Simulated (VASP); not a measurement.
**Ni3Ge: single point with LDA**

The system is Ni3Ge.

```
CELL_PARAMETERS angstrom
3.26545 0.00000 0.00000
0.00000 3.26545 0.00000
0.00000 0.00000 3.26545
ATOMIC_POSITIONS crystal
Ni 0.50000 0.00000 0.50000
Ni 0.00000 0.50000 0.50000
Ni 0.50000 0.50000 0.00000
Ge 0.00000 0.00000 0.00000
```

```yaml
Program: VASP 6.6.1
Task: single point
Functional: LDA
Potentials_or_basis: VASP PAW LDA potentials, release 64 (Ni, Ge_d)
Cutoff: 520 eV
k_mesh: 12 × 12 × 12
Occupations: gaussian, width 0.15 eV
Spin: collinear spin, ferromagnetic start
Starting_moments: "[0.375, 0.375, 0.375, 0.0] μB"
Fixed_moment: 1.125 μB
```

- Pressure: 79.7 GPa
- Net moment: 1.13 μB per cell
- Site moments: Ni +0.36; Ge +0.03 μB
- Valence electrons inside the program's atomic spheres: Ni 10.04; Ge 12.97

Run time: 51 s on 1 thread of Intel(R) Xeon(R) 6975P-C (Granite Rapids), on a shared host, peak memory 0.24 GiB.

Caveat: the cell stands under pressure; the total moment is fixed, so each spin has its own Fermi level and the state may be an excited one.
